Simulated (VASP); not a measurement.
Wanted: the native input for a VASP 6.6.1 run.

| Property | Result |
| --- | --- |
| Task | single point |
| Functional | PBE |
| Potentials or basis | VASP PAW PBE potentials, release 64 (Cs_sv, Au) |
| Cutoff | 520 eV |
| k mesh | 6 × 6 × 6 |
| Occupations | gaussian, width 0.1 eV |
| Spin | no spin polarisation |
| Dipole correction | no |
| Further INCAR settings | ALGO = Fast; EDIFF = 1e-06; NBANDS = 32 |

The structure of Cs4Au lies in POSCAR:

```
Cs4Au
1.0
   -4.6501328354      4.6501328354      4.6501328354
    4.6501328354     -4.6501328354      4.6501328354
    4.6501328354      4.6501328354     -4.6501328354
Cs Au
4 1
Direct
    0.0000000000      0.0000000000      0.5000000000
    0.5000000000      0.0000000000      0.0000000000
    0.0000000000      0.5000000000      0.0000000000
    0.5000000000      0.5000000000      0.5000000000
    0.0000000000      0.0000000000      0.0000000000
```

The input as run:

INCAR

```
SYSTEM = Cs4Au
  PREC = Accurate
  ENCUT = 520
  EDIFF = 1E-6
  ISMEAR = 0
  SIGMA = 0.1
  LREAL = .FALSE.
  LASPH = .TRUE.
  NELM = 80
  ALGO = Fast
  ISIF = 2
  LWAVE = .FALSE.
  LCHARG = .TRUE.
  GGA = PE
  LELF = .TRUE.
  LVHAR = .TRUE.
  NBANDS = 32
```

KPOINTS

```
regular mesh
0
G
  6 6 6
  0 0 0
```

Potentials or basis: VASP PAW PBE potentials, release 64 (Cs_sv, Au).

Launch:

```bash
$ cat potpaw_PBE.64/Cs_sv/POTCAR potpaw_PBE.64/Au/POTCAR > POTCAR
$ mpirun -np 1 vasp_std > vasp.out
```

It gave:

The pressure is -0.1 GPa. The band gap on the k mesh is zero (an odd number of electrons rules out a gap without spin polarisation).

Caveat: spin-orbit coupling is left out, which moves the levels of the heavy elements.

It took 7.1 min on 1 thread of Oxide Virtual Turin-like Processor (shared host), peak memory 0.54 GiB.
